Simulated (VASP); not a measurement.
Input of a VASP 6.6.1 run:

File INCAR:

```
PREC = Accurate
ENCUT = 520
EDIFF = 1E-6
ISMEAR = 0
SIGMA = 0.1
LREAL = False
LASPH = True
NELM = 150
ALGO = Fast
ISIF = 2
LWAVE = False
LCHARG = False
ISPIN = 2
MAGMOM = 0 2.63 2.06 2.06
LORBIT = 11
LMAXMIX = 4
GGA = PS
NBANDS = 26
```

The input KPOINTS:

```
Automatic mesh
0
Gamma
  12 12 12
```

The input POSCAR:

```
AlFe3
1.0
    0.0000000000      2.8307966012      2.8307966012
    2.8307966012      0.0000000000      2.8307966012
    2.8307966012      2.8307966012      0.0000000000
Al Fe
1 3
Direct
    0.0000000000      0.0000000000      0.0000000000
    0.5000000000      0.5000000000      0.5000000000
    0.2500000000      0.2500000000      0.2500000000
    0.7500000000      0.7500000000      0.7500000000
```

Potentials or basis: VASP PAW PBE potentials, release 64 (Al, Fe).

Command:

```sh
$ cat potpaw_PBE.64/Al/POTCAR potpaw_PBE.64/Fe/POTCAR > POTCAR
$ mpirun -np 1 vasp_std > vasp.out
```

Question: Estimate the site moments.

Answer: Al -0.05; Fe +2.31, +1.80 (each value once) μB.

Question: Estimate the net moment.

Answer: 5.78 μB per cell.

Question: Predict the pressure.

Answer: 0.1 GPa.

Caveat: the PAW data sets were made with another functional, which shifts forces and pressure a little.
